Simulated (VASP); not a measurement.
# Ti3Ag in VASP: notebook

The runs below take Ti3Ag through single point, with LDA.

Everything below comes from runs of VASP 6.6.1. Logs are shortened: lines on timing, memory, paths and dates and some standing lists are left out, and cuts for length are marked.

### 1 The cell of the first run

Symmetry: Pm-3m, No. 221, cubic system. Conventional cell: a = 4.099 Å, b = 4.099 Å, c = 4.099 Å, α = 90.00°, β = 90.00°, γ = 90.00°. Ti (site symmetry 4/mmm) has 8 Ti at 2.90 Å and 4 Ag at 2.90 Å within 3.8 Å. Ag (site symmetry m-3m) has 12 Ti at 2.90 Å within 3.8 Å.

### 2 Single point, LDA

Contents of INCAR:

```
SYSTEM = Ti3Ag
  ALGO = Normal
  EDIFF = 1E-6
  ENCUT = 520
  ISIF = 2
  ISMEAR = 0
  LASPH = .TRUE.
  LCHARG = .FALSE.
  LREAL = .FALSE.
  LWAVE = .FALSE.
  NBANDS = 32
  NELM = 60
  PREC = Accurate
  SIGMA = 0.2
```

Contents of KPOINTS:

```
k-points
0
G
  4 4 4
  0 0 0
```

Contents of POSCAR:

```
Ti3Ag
1.0
    4.0988070000      0.0000000000      0.0000000000
    0.0000000000      4.0988070000      0.0000000000
    0.0000000000      0.0000000000      4.0988070000
Ti Ag
3 1
Direct
    0.5000000000      0.5000000000      0.0000000000
    0.5000000000      0.0000000000      0.5000000000
    0.0000000000      0.5000000000      0.5000000000
    0.0000000000      0.0000000000      0.0000000000
```

Potentials or basis: VASP PAW LDA potentials, release 64 (Ti_sv, Ag).

Started as:

```
$ cat potpaw_LDA.64/Ti_sv/POTCAR potpaw_LDA.64/Ag/POTCAR > POTCAR
$ mpirun -np 1 vasp_std > vasp.out
```

OUTCAR:

```text
SYSTEM = Ti3Ag
   EDIFF = 1E-6
   ENCUT = 520
   ISIF = 2
   ISMEAR = 0
   LASPH = .TRUE.
   LREAL = .FALSE.
   NELM = 60
   PREC = Accurate

 ion  position               nearest neighbor table
   1  0.500  0.500  0.000-   2 2.90   3 2.90   4 2.90   2 2.90   3 2.90   2 2.90   4 2.90   2 2.90
                             3 2.90   4 2.90   3 2.90   4 2.90
   2  0.500  0.000  0.500-   1 2.90   3 2.90   4 2.90   1 2.90   4 2.90   1 2.90   3 2.90   1 2.90
                             3 2.90   4 2.90   4 2.90   3 2.90
   3  0.000  0.500  0.500-   1 2.90   2 2.90   4 2.90   1 2.90   4 2.90   2 2.90   4 2.90   4 2.90
                             1 2.90   2 2.90   1 2.90   2 2.90
   4  0.000  0.000  0.000-   1 2.90   2 2.90   3 2.90   2 2.90   3 2.90   1 2.90   3 2.90   3 2.90
                             1 2.90   2 2.90   2 2.90   1 2.90

  LATTYP: Found a simple cubic cell.
 ALAT       =     4.0988070000

  Lattice vectors:

 A1 = (   4.0988070000,   0.0000000000,   0.0000000000)
 A2 = (   0.0000000000,   4.0988070000,   0.0000000000)
 A3 = (   0.0000000000,   0.0000000000,   4.0988070000)

Analysis of symmetry for initial positions (statically):
=====================================================================
 Subroutine PRICEL returns:
 Original cell was already a primitive cell.

 Routine SETGRP: Setting up the symmetry group for a
 simple cubic supercell.

 Subroutine GETGRP returns: Found 48 space group operations
 (whereof 48 operations were pure point group operations)
 out of a pool of 48 trial point group operations.

The static configuration has the point symmetry O_h .

Analysis of symmetry for dynamics (positions and initial velocities):
=====================================================================
 Subroutine PRICEL returns:
 Original cell was already a primitive cell.

 Routine SETGRP: Setting up the symmetry group for a
 simple cubic supercell.

 Subroutine GETGRP returns: Found 48 space group operations
 (whereof 48 operations were pure point group operations)
 out of a pool of 48 trial point group operations.

The dynamic configuration has the point symmetry O_h .

 Subroutine INISYM returns: Found 48 space group operations
 (whereof 48 operations are pure point group operations),
 and found     1 'primitive' translations

----------------------------------------------------------------------------------------

                                     Primitive cell

  volume of cell :      68.8609

  direct lattice vectors                    reciprocal lattice vectors
     4.098807000  0.000000000  0.000000000     0.243973429  0.000000000  0.000000000
     0.000000000  4.098807000  0.000000000     0.000000000  0.243973429  0.000000000
     0.000000000  0.000000000  4.098807000     0.000000000  0.000000000  0.243973429

  length of vectors
     4.098807000  4.098807000  4.098807000     0.243973429  0.243973429  0.243973429

  position of ions in fractional coordinates (direct lattice)
     0.500000000  0.500000000  0.000000000
     0.500000000  0.000000000  0.500000000
     0.000000000  0.500000000  0.500000000
     0.000000000  0.000000000  0.000000000

  ion indices of the primitive-cell ions
   primitive index   ion index
                 1           1
                 2           2
                 3           3
                 4           4

----------------------------------------------------------------------------------------

 KPOINTS: k-points

Automatic generation of k-mesh.
 Grid dimensions read from file:
 generate k-points for:    4    4    4

 Generating k-lattice:

  Cartesian coordinates                     Fractional coordinates (reciprocal lattice)
     0.060993357  0.000000000  0.000000000     0.250000000  0.000000000  0.000000000
     0.000000000  0.060993357  0.000000000     0.000000000  0.250000000  0.000000000
     0.000000000  0.000000000  0.060993357     0.000000000  0.000000000  0.250000000

  Length of vectors
     0.060993357  0.060993357  0.060993357

  Shift w.r.t. Gamma in fractional coordinates (k-lattice)
     0.000000000  0.000000000  0.000000000

 Subroutine IBZKPT returns following result:
 ===========================================

 Found     10 irreducible k-points:

 Following reciprocal coordinates:
            Coordinates               Weight
  0.000000  0.000000  0.000000      1.000000
  0.250000  0.000000  0.000000      6.000000
  0.500000  0.000000  0.000000      3.000000
  0.250000  0.250000  0.000000     12.000000
  0.500000  0.250000  0.000000     12.000000
  0.500000  0.500000  0.000000      3.000000
  0.250000  0.250000  0.250000      8.000000
  0.500000  0.250000  0.250000     12.000000
  0.500000  0.500000  0.250000      6.000000
  0.500000  0.500000  0.500000      1.000000
   k-points           NKPTS =     10   k-points in BZ     NKDIM =     10   number of bands    NBANDS=     32
   number of dos      NEDOS =    301   number of ions     NIONS =      4
   total plane-waves  NPLWV =  27000
   dimension x,y,z NGX =    30 NGY =   30 NGZ =   30
   dimension x,y,z NGXF=    60 NGYF=   60 NGZF=   60
   ions per type =               3   1
   NGX,Y,Z   is equivalent  to a cutoff of  12.17, 12.17, 12.17 a.u.
   NGXF,Y,Z  is equivalent  to a cutoff of  24.34, 24.34, 24.34 a.u.
 SYSTEM =  Ti3Ag
   PREC   = accura    normal or accurate (medium, high low for compatibility)
   ISTART =      0    job   : 0-new  1-cont  2-samecut
   ICHARG =      2    charge: 1-file 2-atom 10-const
   ISPIN  =      1    spin polarized calculation?
   LNONCOLLINEAR =      F non collinear calculations
   LSORBIT =      F    spin-orbit coupling
   LASPH  =      T    aspherical Exc in radial PAW
   ENCUT  =  520.0 eV  38.22 Ry    6.18 a.u.   7.62  7.62  7.62*2*pi/ulx,y,z
   NELM   =     60;   NELMIN=  2; NELMDL= -5     # of ELM steps
   EDIFF  = 0.1E-05   stopping-criterion for ELM
   LREAL  =      F    real-space projection
   EDIFFG = 0.1E-04   stopping-criterion for IOM
   NSW    =      0    number of steps for IOM
   IBRION =     -1    ionic relax: 0-MD 1-quasi-New 2-CG
   NFREE  =      0    steps in history (QN), initial steepest desc. (CG)
   ISIF   =      2    stress and relaxation
   ISYM   =      2    0-nonsym 1-usesym 2-fastsym
   POTIM  = 0.5000    time-step for ionic-motion
   TEBEG  =    0.0;   TEEND  =   0.0 temperature during run
   PSTRESS=    0.0 pullay stress
   NELECT =      47.0000    total number of electrons
   NUPDOWN=      -1.0000    fix difference up-down
   EMIN   =  10.00;   EMAX   =-10.00  energy-range for DOS
   EFERMI =   0.00;   METHOD = LEGACY
   ISMEAR =     0;   SIGMA  =   0.20  broadening in eV -4-tet -1-fermi 0-gaus
   EFERMI_NEDOS =   21; number of points for ismear=-14 and -15
   IALGO  =     38    algorithm
   IMIX   =      4    mixing-type and parameters
     AMIX     =   0.40;   BMIX     =  1.00
     AMIX_MAG =   1.60;   BMIX_MAG =  1.00
  volume/ion in A,a.u.               =      17.22       116.17
  Fermi-wavevector in a.u.,A,eV,Ry     =   1.441396  2.723843 28.267769  2.077622
  Thomas-Fermi vector in A             =   2.560033
   LORBIT       =      0    0 simple, 1 ext, 2 COOP (PROOUT), +10 PAW based schemes
   GGA     = CA    functional components
   LHFCALC =     F    Hartree Fock is set to
   AEXX    =    0.0000 exact exchange contribution
   IVDW    =     0    specifies the selected vdW correction
   LEPSILON=     F    determine dielectric tensor
   LRPA    =     F    only Hartree local field effects (RPA)
 non-spin polarized calculation
 Gauss-broadening in eV      SIGMA  =   0.20
  energy-cutoff  :      520.00
  volume of cell :       68.86
 maximum number of plane-waves:      1871
   NGX = 15   NGY = 15   NGZ = 15

 number of electron      47.0000035 magnetization

 Free energy of the ion-electron system (eV)
  ---------------------------------------------------
  ext. energy  EPLUGINS =         0.00000000
  ---------------------------------------------------
  free energy    TOTEN  =       -29.11678587 eV

  energy without entropy =      -28.96088901  energy(sigma->0) =      -29.03883744

 E-fermi :   8.1594     XC(G=0): -12.0087

 val. band max:        8.1326220168   @ k =   0.2500   0.2500   0.2500
 cond. band min:       8.1874994210   @ k =   0.2500   0.2500   0.2500
 fundamental gap:      0.0548774042
 Fermi energy:         8.1593678920

 k-point     1 :       0.0000    0.0000    0.0000
  band No.  band energies     occupation
      1     -47.9337      2.00000
      2     -47.8017      2.00000
      3     -47.8017      2.00000
      4     -24.7292      2.00000
      5     -24.7292      2.00000
      6     -24.7292      2.00000
[... 24 lines left out ...]
     31      11.0742      0.00000
     32      11.0742      0.00000

 k-point     2 :       0.2500    0.0000    0.0000
  band No.  band energies     occupation
      1     -47.9169      2.00000
      2     -47.8184      2.00000
      3     -47.8015      2.00000
      4     -24.6921      2.00000
      5     -24.6921      2.00000
      6     -24.6734      2.00000
[... 24 lines left out ...]
     31      10.6577      0.00000
     32      10.9157      0.00000

 k-point     3 :       0.5000    0.0000    0.0000
  band No.  band energies     occupation
      1     -47.8895      2.00000
      2     -47.8456      2.00000
      3     -47.8013      2.00000
      4     -24.6396      2.00000
      5     -24.6396      2.00000
      6     -24.5787      2.00000
[... 24 lines left out ...]
     31      10.0911      0.00000
     32      10.1683      0.00000

 k-point     4 :       0.2500    0.2500    0.0000
  band No.  band energies     occupation
      1     -47.9019      2.00000
      2     -47.8234      2.00000
      3     -47.8110      2.00000
      4     -24.7146      2.00000
      5     -24.6535      2.00000
      6     -24.6000      2.00000
[... 164 lines left out ...]
     31      10.6057      0.00000
     32      10.6167      0.00000

 k-point     9 :       0.5000    0.5000    0.2500
  band No.  band energies     occupation
      1     -47.8450      2.00000
      2     -47.8449      2.00000
      3     -47.8449      2.00000
      4     -24.7445      2.00000
      5     -24.7372      2.00000
      6     -24.6745      2.00000
[... 24 lines left out ...]
     31      10.5518      0.00000
     32      10.7743      0.00000

 k-point    10 :       0.5000    0.5000    0.5000
  band No.  band energies     occupation
      1     -47.8447      2.00000
      2     -47.8447      2.00000
      3     -47.8447      2.00000
      4     -24.8216      2.00000
      5     -24.7351      2.00000
      6     -24.7351      2.00000
[... 24 lines left out ...]
     31      10.3093      0.00000
     32      10.6640      0.00000

------------------------ aborting loop because EDIFF is reached ----------------------------------------

  FORCE on cell =-STRESS in cart. coord.  units (eV):
  Direction    XX          YY          ZZ          XY          YZ          ZX
  --------------------------------------------------------------------------------------
  -------------------------------------------------------------------------------------
  Total       -3.8725785     -3.8725785     -3.8725785     -0.0000000     -0.0000000      0.0000000
  in kB      -90.1028255    -90.1028255    -90.1028255     -0.0000000     -0.0000000      0.0000000
  external PRESSURE =     -90.1028255 kB  Pullay stress =       0.0000000 kB

 VOLUME and BASIS-vectors are now :
 -----------------------------------------------------------------------------
  energy-cutoff  :      520.00
  volume of cell :       68.86
      direct lattice vectors                 reciprocal lattice vectors
     4.098807000  0.000000000  0.000000000     0.243973429  0.000000000  0.000000000
     0.000000000  4.098807000  0.000000000     0.000000000  0.243973429  0.000000000
     0.000000000  0.000000000  4.098807000     0.000000000  0.000000000  0.243973429

 POSITION                                       TOTAL-FORCE (eV/Angst)
 -----------------------------------------------------------------------------------
      2.04940      2.04940      0.00000         0.000000      0.000000      0.000000
      2.04940      0.00000      2.04940         0.000000      0.000000      0.000000
      0.00000      2.04940      2.04940         0.000000      0.000000      0.000000
      0.00000      0.00000      0.00000         0.000000      0.000000      0.000000
 -----------------------------------------------------------------------------------
    total drift:                                0.000000      0.000000     -0.000000

  FREE ENERGIE OF THE ION-ELECTRON SYSTEM (eV)
  ---------------------------------------------------
  free  energy   TOTEN  =       -29.1167858663 eV

  energy  without entropy=      -28.9608890137  energy(sigma->0) =      -29.03883744
```

Run time: 15 s. Hardware: 1 thread of AMD EPYC 7R13 (Zen 3), shared host; peak memory 0.12 GiB.

What came out:

```yaml
Free_energy: -29.1168 eV
Pressure: -9.0 GPa
```

Caveat: the k points lie up to 0.38 Å⁻¹ apart.

### 3 Single point, LDA

Contents of INCAR:

```
SYSTEM = Ti3Ag
ALGO     = Normal         ! electronic algorithm
EDIFF    = 1E-7           ! SCF threshold, eV
ENCUT    = 520            ! plane-wave cutoff, eV
ISIF     = 2              ! what is computed and relaxed
ISMEAR   = 0              ! smearing method
LASPH    = .TRUE.         ! aspherical terms in the spheres
LCHARG   = .FALSE.        ! write CHGCAR
LREAL    = .FALSE.        ! projectors in reciprocal space
LWAVE    = .FALSE.        ! write WAVECAR
NBANDS   = 32             ! bands
NELM     = 80             ! most SCF steps
PREC     = Accurate       ! precision mode
SIGMA    = 0.2            ! smearing width, eV
```

KPOINTS is that of step 2.

Changes to POSCAR since step 2:

```diff
@@ -9,3 +9,3 @@
     0.5000000000      0.5000000000      0.0000000000
-    0.5000000000      0.0000000000      0.5000000000
+    0.5000000000      0.0150000000      0.5000000000
     0.0000000000      0.5000000000      0.5000000000
```

Potentials or basis: VASP PAW LDA potentials, release 64 (Ti_sv, Ag).

Started as:

```
$ cat potpaw_LDA.64/Ti_sv/POTCAR potpaw_LDA.64/Ag/POTCAR > POTCAR
$ mpirun -np 1 vasp_std > vasp.out
```

OUTCAR:

```text
SYSTEM = Ti3Ag
   EDIFF = 1E-7
   ENCUT = 520
   ISIF = 2
   ISMEAR = 0
   LASPH = .TRUE.
   LREAL = .FALSE.
   NELM = 80
   PREC = Accurate

 ion  position               nearest neighbor table
   1  0.500  0.500  0.000-   2 2.86   2 2.86   4 2.90   3 2.90   3 2.90   4 2.90   3 2.90   4 2.90
                             3 2.90   4 2.90
   2  0.500  0.015  0.500-   1 2.86   3 2.86   1 2.86   3 2.86   4 2.90   4 2.90   4 2.90   4 2.90

   3  0.000  0.500  0.500-   2 2.86   2 2.86   4 2.90   1 2.90   4 2.90   4 2.90   4 2.90   1 2.90
                             1 2.90   1 2.90
   4  0.000  0.000  0.000-   1 2.90   3 2.90   3 2.90   1 2.90   3 2.90   3 2.90   1 2.90   1 2.90
                             2 2.90   2 2.90   2 2.90   2 2.90

  LATTYP: Found a simple cubic cell.
 ALAT       =     4.0988070000

  Lattice vectors:

 A1 = (   4.0988070000,   0.0000000000,   0.0000000000)
 A2 = (   0.0000000000,   4.0988070000,   0.0000000000)
 A3 = (   0.0000000000,   0.0000000000,   4.0988070000)

Analysis of symmetry for initial positions (statically):
=====================================================================
[... 168 lines left out ...]

 E-fermi :   8.1572     XC(G=0): -12.0077

 val. band max:        8.1290030130   @ k =   0.2500   0.2500   0.2500
 cond. band min:       8.1820242297   @ k =   0.2500   0.2500   0.0000
 fundamental gap:      0.0530212167
 Fermi energy:         8.1572352348

 k-point     1 :       0.0000    0.0000    0.0000
  band No.  band energies     occupation
      1     -47.9316      2.00000
      2     -47.7999      2.00000
      3     -47.7966      2.00000
      4     -24.7282      2.00000
      5     -24.7282      2.00000
      6     -24.7279      2.00000
[... 619 lines left out ...]
     31      10.3117      0.00000
     32      10.6671      0.00000

------------------------ aborting loop because EDIFF is reached ----------------------------------------

  FORCE on cell =-STRESS in cart. coord.  units (eV):
  Direction    XX          YY          ZZ          XY          YZ          ZX
  --------------------------------------------------------------------------------------
  -------------------------------------------------------------------------------------
  Total       -3.8453236     -3.8429405     -3.8453236      0.0000000     -0.0000000      0.0000000
  in kB      -89.4686875    -89.4132401    -89.4686875      0.0000000     -0.0000000      0.0000000
  external PRESSURE =     -89.4502050 kB  Pullay stress =       0.0000000 kB

 VOLUME and BASIS-vectors are now :
 -----------------------------------------------------------------------------
  energy-cutoff  :      520.00
  volume of cell :       68.86
      direct lattice vectors                 reciprocal lattice vectors
     4.098807000  0.000000000  0.000000000     0.243973429  0.000000000  0.000000000
     0.000000000  4.098807000  0.000000000     0.000000000  0.243973429  0.000000000
     0.000000000  0.000000000  4.098807000     0.000000000  0.000000000  0.243973429

 POSITION                                       TOTAL-FORCE (eV/Angst)
 -----------------------------------------------------------------------------------
      2.04940      2.04940      0.00000        -0.000000      0.116161      0.000000
      2.04940      0.06148      2.04940         0.000000     -0.249022     -0.000000
      0.00000      2.04940      2.04940        -0.000000      0.116161      0.000000
      0.00000      0.00000      0.00000        -0.000000      0.016700      0.000000
 -----------------------------------------------------------------------------------
    total drift:                                0.000000      0.000203     -0.000001

  FREE ENERGIE OF THE ION-ELECTRON SYSTEM (eV)
  ---------------------------------------------------
  free  energy   TOTEN  =       -29.1091752734 eV

  energy  without entropy=      -28.9541727231  energy(sigma->0) =      -29.03167400
```

Run time: 29 s. Hardware: 1 thread of AMD EPYC 7R13 (Zen 3), shared host; peak memory 0.14 GiB.

What came out:

```
Free energy   : -29.1092 eV
Pressure      : -8.9 GPa
Largest force : 0.249 eV/Å
```

Forces in eV/Å, atoms in the order of the input:
```
Ti   0.000  0.116  0.000
Ti   0.000 -0.249  0.000
Ti   0.000  0.116  0.000
Ag   0.000  0.017  0.000
```

Caveat: the k points lie up to 0.38 Å⁻¹ apart.

### 4 Single point, LDA

Contents of INCAR:

```
PREC = Accurate
ENCUT = 520
EDIFF = 1E-7
ISMEAR = 0
SIGMA = 0.2
LREAL = F
LASPH = T
NELM = 80
ALGO = Normal
ISIF = 2
LWAVE = F
LCHARG = T
GGA = CA
LELF = T
LVHAR = T
NBANDS = 32
```

Contents of KPOINTS:

```
regular mesh
0
Gamma
  4 4 4
```

Changes to POSCAR since step 3:

```diff
@@ -9,3 +9,3 @@
     0.5000000000      0.5000000000      0.0000000000
-    0.5000000000      0.0150000000      0.5000000000
+    0.5000000000      0.0300000000      0.5000000000
     0.0000000000      0.5000000000      0.5000000000
```

Started as:

```
$ cat potpaw_LDA.64/Ti_sv/POTCAR potpaw_LDA.64/Ag/POTCAR > POTCAR
$ mpirun -np 1 vasp_std > vasp.out
```

Run time: 31 s. Hardware: 1 thread of AMD EPYC 7R13 (Zen 3), shared host; peak memory 0.13 GiB.

Results (log left out):

```
Free energy   : -29.0858 eV
Pressure      : -8.8 GPa
Largest force : 0.517 eV/Å
```

Forces in eV/Å, atoms in the order of the input:
```
Ti   0.000  0.241  0.000
Ti   0.000 -0.517  0.000
Ti   0.000  0.241  0.000
Ag   0.000  0.034  0.000
```

Levels at points of the mesh, in eV from the Fermi level:
```csv
k point,band 19,band 20,band 21,band 22,band 23,band 24,band 25,band 26,band 27,band 28
"(0.00, 0.00, 0.00)",-2.80,-0.56,-0.54,-0.54,-0.12,-0.11,2.21,2.21,2.23,2.28
"(0.50, 0.00, 0.00)",-3.81,-1.63,-0.63,-0.63,-0.62,0.70,0.79,0.79,1.09,1.50
"(0.00, 0.50, 0.00)",-3.81,-1.64,-0.65,-0.63,-0.63,0.75,0.77,0.77,0.86,1.81
"(0.50, 0.50, 0.00)",-2.36,-2.35,-1.13,-0.70,-0.36,-0.12,-0.11,1.02,1.03,1.53
"(0.50, 0.00, 0.50)",-2.36,-2.36,-1.14,-0.70,-0.32,-0.17,-0.17,1.03,1.03,1.45
"(0.50, 0.50, 0.50)",-1.08,-1.08,-1.04,0.20,0.21,0.21,0.62,0.67,0.67,0.86
```

Caveat: the k points lie up to 0.38 Å⁻¹ apart.
